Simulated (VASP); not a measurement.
# CuO in VASP: a series of runs

The runs below take CuO through single point, with PBEsol+D3(BJ), RPBE, BLYP+D3(BJ), PBEsol+U.

Program: VASP 6.6.1. These are calculated values, not measurements. Logs are shortened: lines on timing, memory, paths and dates and some standing lists are left out, and cuts for length are marked.

## Step 1: The cell of the first run

The typed cell holds 4 atoms: a = 2.864 Å, b = 2.864 Å, c = 5.086 Å, α = 89.99°, β = 89.99°, γ = 89.61°.

## Step 2: Single point, PBEsol+D3(BJ)

Contents of INCAR:

```
SYSTEM = CuO
PREC = Accurate ; ENCUT = 520
EDIFF = 1E-7 ; ISMEAR = -1
SIGMA = 0.05 ; LREAL = .FALSE.
LASPH = .TRUE. ; NELM = 80
ALGO = Normal ; ISIF = 2
LWAVE = .FALSE. ; LCHARG = .FALSE.
GGA = PS ; IVDW = 12
NBANDS = 25
```

Contents of KPOINTS:

```
regular mesh
0
G
  10 10 5
  0 0 0
```

Contents of POSCAR:

```
CuO
1.0
    2.0258278073     -2.0183816420      0.1596929348
    2.0258278073      2.0183816420      0.1596929348
   -0.3989377068      0.0000000000      5.0698556132
Cu O
2 2
Direct
   -0.0057532628      0.4942510137      0.0018502054
    0.4942510137     -0.0057532628      0.5018502054
    0.4940994594      0.4944027897      0.2518497946
    0.4944027897      0.4940994594      0.7518497946
```

Potentials or basis: VASP PAW PBE potentials, release 64 (Cu, O).

Command:

```sh
> cat potpaw_PBE.64/Cu/POTCAR potpaw_PBE.64/O/POTCAR > POTCAR
> mpirun -np 1 vasp_std > vasp.out
```

OUTCAR:

```text
SYSTEM = CuO
   PREC = Accurate
   ENCUT = 520
   EDIFF = 1E-7
   ISMEAR = -1
   LREAL = .FALSE.
   LASPH = .TRUE.
   NELM = 80
   ISIF = 2
   GGA = PS
   IVDW = 12
 IVDW          = 12

 ion  position               nearest neighbor table
   1  0.994  0.494  0.002-   4 1.91   3 1.91   3 1.92   4 1.92
   2  0.494  0.994  0.502-   3 1.91   4 1.91   4 1.92   3 1.92
   3  0.494  0.494  0.252-   2 1.91   1 1.91   1 1.92   2 1.92
   4  0.494  0.494  0.752-   1 1.91   2 1.91   2 1.92   1 1.92

  LATTYP: Found a base centered monoclinic cell.
 ALAT       =     4.0642244713
 B/A-ratio  =     0.9932431913
 C/A-ratio  =     1.2512909335
 COS(beta)  =    -0.0001394399

  Lattice vectors:

 A1 = (  -2.0258278073,   2.0183816420,  -0.1596929348)
 A2 = (  -2.0258278073,  -2.0183816420,  -0.1596929348)
 A3 = (  -0.3989377068,   0.0000000000,   5.0698556132)

Analysis of symmetry for initial positions (statically):
=====================================================================
 Subroutine PRICEL returns:
 Original cell was already a primitive cell.

 Routine SETGRP: Setting up the symmetry group for a
 base centered monoclinic supercell.

 Subroutine GETGRP returns: Found  4 space group operations
 (whereof  1 operations were pure point group operations)
 out of a pool of  4 trial point group operations.

The static configuration has the point symmetry C_1 .
 The point group associated with its full space group is C_2h.

Analysis of symmetry for dynamics (positions and initial velocities):
=====================================================================
 Subroutine PRICEL returns:
 Original cell was already a primitive cell.

 Routine SETGRP: Setting up the symmetry group for a
 base centered monoclinic supercell.

 Subroutine GETGRP returns: Found  4 space group operations
 (whereof  1 operations were pure point group operations)
 out of a pool of  4 trial point group operations.

The dynamic configuration has the point symmetry C_1 .
 The point group associated with its full space group is C_2h.

 Subroutine INISYM returns: Found  4 space group operations
 (whereof  1 operations are pure point group operations),
 and found     1 'primitive' translations

----------------------------------------------------------------------------------------

                                     Primitive cell

  volume of cell :      41.7174

  direct lattice vectors                    reciprocal lattice vectors
     2.025827807 -2.018381642  0.159692935     0.245291176 -0.247723220  0.019301516
     2.025827807  2.018381642  0.159692935     0.245291176  0.247723220  0.019301516
    -0.398937707  0.000000000  5.069855613    -0.015452617  0.000000000  0.196028338

  length of vectors
     2.864148144  2.864148144  5.085527233     0.349151977  0.349151977  0.196636448

  position of ions in fractional coordinates (direct lattice)
     0.994246737  0.494251014  0.001850205
     0.494251014  0.994246737  0.501850205
     0.494099459  0.494402790  0.251849795
     0.494402790  0.494099459  0.751849795

  ion indices of the primitive-cell ions
   primitive index   ion index
                 1           1
                 2           2
                 3           3
                 4           4

----------------------------------------------------------------------------------------

 KPOINTS: regular mesh

Automatic generation of k-mesh.
 Grid dimensions read from file:
 generate k-points for:   10   10    5

 Generating k-lattice:

  Cartesian coordinates                     Fractional coordinates (reciprocal lattice)
     0.024529118 -0.024772322  0.001930152     0.100000000 -0.000000000  0.000000000
     0.024529118  0.024772322  0.001930152    -0.000000000  0.100000000  0.000000000
    -0.003090523  0.000000000  0.039205668    -0.000000000 -0.000000000  0.200000000

  Length of vectors
     0.034915198  0.034915198  0.039327290

  Shift w.r.t. Gamma in fractional coordinates (k-lattice)
     0.000000000  0.000000000  0.000000000

 Subroutine IBZKPT returns following result:
 ===========================================

 Found    141 irreducible k-points:

 Following reciprocal coordinates:
            Coordinates               Weight
  0.000000  0.000000  0.000000      1.000000
  0.100000 -0.000000  0.000000      4.000000
  0.200000 -0.000000  0.000000      4.000000
  0.300000 -0.000000  0.000000      4.000000
  0.400000 -0.000000  0.000000      4.000000
  0.500000  0.000000 -0.000000      2.000000
[... 16 lines left out ...]
  0.300000  0.300000 -0.000000      2.000000
  0.400000  0.300000  0.000000      4.000000
 [... further k-points ...]
   k-points           NKPTS =    141   k-points in BZ     NKDIM =    141   number of bands    NBANDS=     25
   number of dos      NEDOS =    301   number of ions     NIONS =      4
   total plane-waves  NPLWV =  23040
   dimension x,y,z NGX =    24 NGY =   24 NGZ =   40
   dimension x,y,z NGXF=    48 NGYF=   48 NGZF=   80
   ions per type =               2   2
   NGX,Y,Z   is equivalent  to a cutoff of  13.93, 13.93, 13.08 a.u.
   NGXF,Y,Z  is equivalent  to a cutoff of  27.86, 27.86, 26.15 a.u.
 SYSTEM =  CuO
   PREC   = accura    normal or accurate (medium, high low for compatibility)
   ISTART =      0    job   : 0-new  1-cont  2-samecut
   ICHARG =      2    charge: 1-file 2-atom 10-const
   ISPIN  =      1    spin polarized calculation?
   LNONCOLLINEAR =      F non collinear calculations
   LSORBIT =      F    spin-orbit coupling
   LASPH  =      T    aspherical Exc in radial PAW
   ENCUT  =  520.0 eV  38.22 Ry    6.18 a.u.   5.33  5.33  9.46*2*pi/ulx,y,z
   NELM   =     80;   NELMIN=  2; NELMDL= -5     # of ELM steps
   EDIFF  = 0.1E-06   stopping-criterion for ELM
   LREAL  =      F    real-space projection
   EDIFFG = 0.1E-05   stopping-criterion for IOM
   NSW    =      0    number of steps for IOM
   IBRION =     -1    ionic relax: 0-MD 1-quasi-New 2-CG
   NFREE  =      0    steps in history (QN), initial steepest desc. (CG)
   ISIF   =      2    stress and relaxation
   ISYM   =      2    0-nonsym 1-usesym 2-fastsym
   POTIM  = 0.5000    time-step for ionic-motion
   TEBEG  =    0.0;   TEEND  =   0.0 temperature during run
   PSTRESS=    0.0 pullay stress
   NELECT =      34.0000    total number of electrons
   NUPDOWN=      -1.0000    fix difference up-down
   EMIN   =  10.00;   EMAX   =-10.00  energy-range for DOS
   EFERMI =   0.00;   METHOD = LEGACY
   ISMEAR =    -1;   SIGMA  =   0.05  broadening in eV -4-tet -1-fermi 0-gaus
   EFERMI_NEDOS =   21; number of points for ismear=-14 and -15
   IALGO  =     38    algorithm
   IMIX   =      4    mixing-type and parameters
     AMIX     =   0.40;   BMIX     =  1.00
     AMIX_MAG =   1.60;   BMIX_MAG =  1.00
  volume/ion in A,a.u.               =      10.43        70.38
  Fermi-wavevector in a.u.,A,eV,Ry     =   1.529192  2.889755 31.816267  2.338430
  Thomas-Fermi vector in A             =   2.636847
   LORBIT       =      0    0 simple, 1 ext, 2 COOP (PROOUT), +10 PAW based schemes
   GGA     = PS    functional components
   LHFCALC =     F    Hartree Fock is set to
   AEXX    =    0.0000 exact exchange contribution
   IVDW    =    12    specifies the selected vdW correction
   LEPSILON=     F    determine dielectric tensor
   LRPA    =     F    only Hartree local field effects (RPA)
 non-spin polarized calculation
  energy-cutoff  :      520.00
  volume of cell :       41.72
 maximum number of plane-waves:      1140
 NGX is ok and might be reduce to    24
   NGX = 11   NGY = 11   NGZ = 19

 number of electron      33.9999999 magnetization

 Free energy of the ion-electron system (eV)
  ---------------------------------------------------
  ext. energy  EPLUGINS =         0.00000000
  ---------------------------------------------------
  free energy    TOTEN  =       -21.46865296 eV

  energy without entropy =      -21.44800008  energy(sigma->0) =      -21.45832652

 E-fermi :   5.4854     XC(G=0): -11.9351

 val. band max:        5.4678488263   @ k =  -0.1000   0.5000   0.2000
 cond. band min:       5.4925924672   @ k =  -0.3000   0.5000   0.4000
 fundamental gap:      0.0247436408
 Fermi energy:         5.4853525798

 k-point     1 :       0.0000    0.0000    0.0000
  band No.  band energies     occupation
      1     -14.7612      2.00000
      2     -13.2992      2.00000
      3      -3.2635      2.00000
      4      -0.3498      2.00000
      5      -0.3352      2.00000
      6       1.4127      2.00000
[... 17 lines left out ...]
     24      20.3375      0.00000
     25      20.5064      0.00000

 k-point     2 :       0.1000   -0.0000    0.0000
  band No.  band energies     occupation
      1     -14.7000      2.00000
      2     -13.2807      2.00000
      3      -3.1639      2.00000
      4      -0.4066      2.00000
      5      -0.3131      2.00000
      6       0.8600      2.00000
[... 17 lines left out ...]
     24      20.5743      0.00000
     25      20.6337      0.00000

 k-point     3 :       0.2000   -0.0000    0.0000
  band No.  band energies     occupation
      1     -14.5343      2.00000
      2     -13.2314      2.00000
      3      -2.8916      2.00000
      4      -0.5357      2.00000
      5      -0.2362      2.00000
      6      -0.1842      2.00000
[... 17 lines left out ...]
     24      20.5797      0.00000
     25      20.9495      0.00000

 k-point     4 :       0.3000   -0.0000    0.0000
  band No.  band energies     occupation
      1     -14.3171      2.00000
      2     -13.1696      2.00000
      3      -2.5299      2.00000
      4      -1.1923      2.00000
      5      -0.6238      2.00000
      6      -0.1372      2.00000
[... 17 lines left out ...]
     24      20.0104      0.00000
     25      20.9283      0.00000
[... 477 lines left out ...]
 k-point    22 :      -0.2000    0.2000    0.0000
  band No.  band energies     occupation
      1     -14.3132      2.00000
      2     -13.1697      2.00000
      3      -2.5129      2.00000
      4      -0.5001      2.00000
      5      -0.3181      2.00000
      6      -0.2524      2.00000
[... 17 lines left out ...]
     24      17.5705      0.00000
     25      21.1542      0.00000

 k-point    23 :       0.3000    0.3000   -0.0000
  band No.  band energies     occupation
      1     -13.9030      2.00000
      2     -13.0659      2.00000
      3      -1.7584      2.00000
      4      -1.0427      2.00000
      5      -0.8118      2.00000
      6      -0.4830      2.00000
[... 17 lines left out ...]
     24      17.5503      0.00000
     25      20.4557      0.00000

 k-point    24 :       0.4000    0.3000    0.0000
  band No.  band energies     occupation
      1     -13.7287      2.00000
      2     -13.0253      2.00000
      3      -1.6042      2.00000
      4      -1.3953      2.00000
      5      -0.8370      2.00000
      6      -0.4092      2.00000
[... 17 lines left out ...]
     24      17.8355      0.00000
     25      19.3490      0.00000

 [... further k-points ...]

------------------------ aborting loop because EDIFF is reached ----------------------------------------

 Edisp (eV)   -0.91191

 E8    (eV) :    -0.5539

  FORCE on cell =-STRESS in cart. coord.  units (eV):
  Direction    XX          YY          ZZ          XY          YZ          ZX
  --------------------------------------------------------------------------------------
  -------------------------------------------------------------------------------------
  Total       0.16195     0.17331     0.29549     0.00000     0.00000    -0.00352
  in kB       6.21996     6.65612    11.34837     0.00000     0.00000    -0.13510
  external pressure =        8.07 kB  Pullay stress =        0.00 kB

 VOLUME and BASIS-vectors are now :
 -----------------------------------------------------------------------------
  energy-cutoff  :      520.00
  volume of cell :       41.72
      direct lattice vectors                 reciprocal lattice vectors
     2.025827807 -2.018381642  0.159692935     0.245291176 -0.247723220  0.019301516
     2.025827807  2.018381642  0.159692935     0.245291176  0.247723220  0.019301516
    -0.398937707  0.000000000  5.069855613    -0.015452617  0.000000000  0.196028338

 POSITION                                       TOTAL-FORCE (eV/Angst)
 -----------------------------------------------------------------------------------
      3.01470     -1.00918      0.24708        -0.000000      0.000000      0.000000
      2.81523      1.00918      2.78201         0.000000      0.000000     -0.000000
      1.90206      0.00061      1.43470        -0.000000     -0.002733     -0.000000
      1.70259     -0.00061      3.96963         0.000000      0.002733     -0.000000
 -----------------------------------------------------------------------------------
    total drift:                               -0.023962      0.009145      0.002175

  FREE ENERGIE OF THE ION-ELECTRON SYSTEM (eV)
  ---------------------------------------------------
  free  energy   TOTEN  =       -22.3805675859 eV

  energy  without entropy=      -22.3599147118  energy(sigma->0) =      -22.37024115
```

Wall time 2.8 min (1 thread of Intel Xeon 8259CL, shared host); peak memory 0.26 GiB.

What came out:

```
Free energy                : -22.3806 eV
Pressure                   : 0.8 GPa
Band gap on the k mesh     : zero (bands 17 and 18 overlap by 0.99 eV)
Dispersion energy per atom : -0.228 eV
```

Forces on the atoms (eV/Å):
```
Cu   0.000  0.000  0.000
Cu   0.000  0.000  0.000
O    0.000 -0.003  0.000
O    0.000  0.003  0.000
```

Caveat: the PAW data sets were made with another functional, which shifts forces and pressure a little; semilocal functionals often make such compounds metallic where correlation or magnetic order opens a gap, which also shifts bond lengths. With open d or f shells a metallic result of PBEsol can be an artefact of self-interaction; +U or a hybrid may open a gap.

[end of part 1 of 2]

The gap in the log of VASP goes by the Fermi energy; the results here count the filled bands.